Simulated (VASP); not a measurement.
# MgO (Fm-3m) in VASP: notebook, part 2 of 2

VASP 6.6.1. The steps go on from the part before.

### 3 Relaxation of cell and atoms, r2SCAN

This run uses another cell than the first one, of 9.62 Å³/atom.

Input file POSCAR:

```
MgO
1.0
    0.0000000000      2.1267050338      2.1267050338
    2.1267050338      0.0000000000      2.1267050338
    2.1267050338      2.1267050338      0.0000000000
Mg O
1 1
Direct
    0.0000000000      0.0000000000      0.0000000000
    0.5000000000      0.5000000000      0.5000000000
```

Input file INCAR.step1:

```
  ALGO = Normal
  EDIFF = 1E-5
  EDIFFG = -0.005
  ENCUT = 920
  GGA = PE
  GGA_COMPAT = F
  IBRION = 2
  ISIF = 3
  ISMEAR = -1
  LASPH = T
  LCHARG = F
  LREAL = F
  LWAVE = T
  NELM = 120
  NELMIN = 4
  NSW = 100
  PREC = Accurate
  SIGMA = 0.02
```

Input file INCAR.step2:

```
  ALGO = Normal
  EDIFF = 1E-7
  EDIFFG = -0.005
  ENCUT = 920
  GGA_COMPAT = F
  IBRION = 2
  ISIF = 3
  ISMEAR = -1
  ISTART = 1
  LASPH = T
  LCHARG = F
  LMIXTAU = T
  LREAL = F
  LWAVE = F
  METAGGA = R2SCAN
  NELM = 120
  NELMIN = 4
  NSW = 80
  PREC = Accurate
  SIGMA = 0.02
```

Input file KPOINTS:

```
k-points
0
Gamma
  10 10 10
```

Potentials or basis: VASP PAW PBE potentials, release 64 (Mg_sv, O).

Command:

```bash
cat potpaw_PBE.64/Mg_sv/POTCAR potpaw_PBE.64/O/POTCAR > POTCAR
cp INCAR.step1 INCAR
mpirun -np 1 vasp_std > vasp.out
cp INCAR.step2 INCAR
mpirun -np 1 vasp_std > vasp.out
```

OUTCAR:

```text
EDIFF = 1E-7
   EDIFFG = -0.005
   ENCUT = 920
   IBRION = 2
   ISIF = 3
   ISMEAR = -1
   ISTART = 1
   LASPH = T
   LREAL = F
   METAGGA = R2SCAN
   NELM = 120
   NELMIN = 4
   NSW = 80
   PREC = Accurate

 ion  position               nearest neighbor table
   1  0.000  0.000  0.000-   2 2.13   2 2.13   2 2.13   2 2.13   2 2.13   2 2.13
   2  0.500  0.500  0.500-   1 2.13   1 2.13   1 2.13   1 2.13   1 2.13   1 2.13

  LATTYP: Found a face centered cubic cell.
 ALAT       =     4.2534100676

  Lattice vectors:

 A1 = (   0.0000000000,   2.1267050338,   2.1267050338)
 A2 = (   2.1267050338,   0.0000000000,   2.1267050338)
 A3 = (   2.1267050338,   2.1267050338,   0.0000000000)

Analysis of symmetry for initial positions (statically):
=====================================================================
 Subroutine PRICEL returns:
 Original cell was already a primitive cell.

 Routine SETGRP: Setting up the symmetry group for a
 face centered cubic supercell.

 Subroutine GETGRP returns: Found 48 space group operations
 (whereof 48 operations were pure point group operations)
 out of a pool of 48 trial point group operations.

The static configuration has the point symmetry O_h .

Analysis of symmetry for dynamics (positions and initial velocities):
=====================================================================
 Subroutine PRICEL returns:
[... 269 lines left out ...]
  ---------------------------------------------------
  ext. energy  EPLUGINS =         0.00000000
  ---------------------------------------------------
  free energy    TOTEN  =       -16.15533511 eV

  energy without entropy =      -16.15533511  energy(sigma->0) =      -16.15533511

 E-fermi :   2.9877     XC(G=0): -12.0550

 val. band max:        2.5229312099   @ k =   0.0000   0.0000   0.0000
 cond. band min:       8.1933424981   @ k =   0.0000   0.0000   0.0000
 fundamental gap:      5.6704112882
 Fermi energy:         2.9877356555

 k-point     1 :       0.0000    0.0000    0.0000
  band No.  band energies     occupation
      1     -72.4394      2.00000
      2     -37.5254      2.00000
      3     -37.5254      2.00000
      4     -37.5254      2.00000
      5     -15.6769      2.00000
      6       2.5229      2.00000
      7       2.5229      2.00000
      8       2.5229      2.00000
      9       8.1933      0.00000
     10      19.3997      0.00000
     11      19.3997      0.00000
     12      19.3997      0.00000
[... 331 lines left out ...]
 k-point    24 :       0.4000    0.3000    0.0000
  band No.  band energies     occupation
      1     -72.4306      2.00000
      2     -37.5848      2.00000
      3     -37.5492      2.00000
      4     -37.5468      2.00000
      5     -14.4634      2.00000
      6      -1.0457      2.00000
      7       1.2084      2.00000
      8       1.4216      2.00000
      9      13.1712      0.00000
     10      13.6946      0.00000
     11      17.3981      0.00000
     12      22.1065      0.00000

 [... further k-points ...]

------------------------ aborting loop because EDIFF is reached ----------------------------------------

  FORCE on cell =-STRESS in cart. coord.  units (eV):
  Direction    XX          YY          ZZ          XY          YZ          ZX
  --------------------------------------------------------------------------------------
  -------------------------------------------------------------------------------------
  Total       -0.0000574     -0.0000574     -0.0000574     -0.0000000      0.0000000     -0.0000000
  in kB       -0.0049314     -0.0049314     -0.0049314     -0.0000000      0.0000000     -0.0000000
  external PRESSURE =      -0.0049314 kB  Pullay stress =       0.0000000 kB
[... 17 lines left out ...]
  FREE ENERGIE OF THE ION-ELECTRON SYSTEM (eV)
  ---------------------------------------------------
  free  energy   TOTEN  =       -16.1553351071 eV

  energy  without entropy=      -16.1553351071  energy(sigma->0) =      -16.15533511

 reached required accuracy - stopping structural energy minimisation
```

It took 6.5 min on 1 thread of Intel Xeon Platinum 8259CL at 2.50GHz (Skylake/Cascade Lake), shared host; peak memory 0.19 GiB.

Results:

```
Free energy                           : -16.1553 eV
Relaxed volume                        : 9.32 Å³/atom
Relaxed cell                          : a = 2.976 Å, b = 2.976 Å, c = 2.976 Å, α = 60.00°, β = 60.00°, γ = 60.00°
Space group after relaxing (to 0.1 Å) : Fm-3m (No. 225)
Energy gained by relaxing             : 4.5 meV/atom
Ionic steps                           : 4
Pressure after relaxing               : 0.0 GPa
Band gap on the k mesh                : 5.67 eV
```

The path:
| step | energy change (eV) | largest force (eV/Å) | pressure (GPa) | volume (Å³) |
| --- | --- | --- | --- | --- |
| 1 | 0.0000 | 0.0000 | -4.86 | 19.24 |
| 2 | -0.0077 | 0.0000 | 1.82 | 18.44 |
| 3 | -0.0090 | 0.0000 | -0.14 | 18.65 |
| 4 | -0.0090 | 0.0000 | 0.00 | 18.64 |

Final structure:
```xyz
2
Lattice="0.0000 2.1043 2.1043 2.1043 0.0000 2.1043 2.1043 2.1043 0.0000" Properties=species:S:1:pos:R:3 pbc="T T T"
Mg    2.1043    2.1043    4.2086
O     2.1043    2.1043    2.1043
```

Caveat: the PAW data sets were made with another functional, which shifts forces and pressure a little.
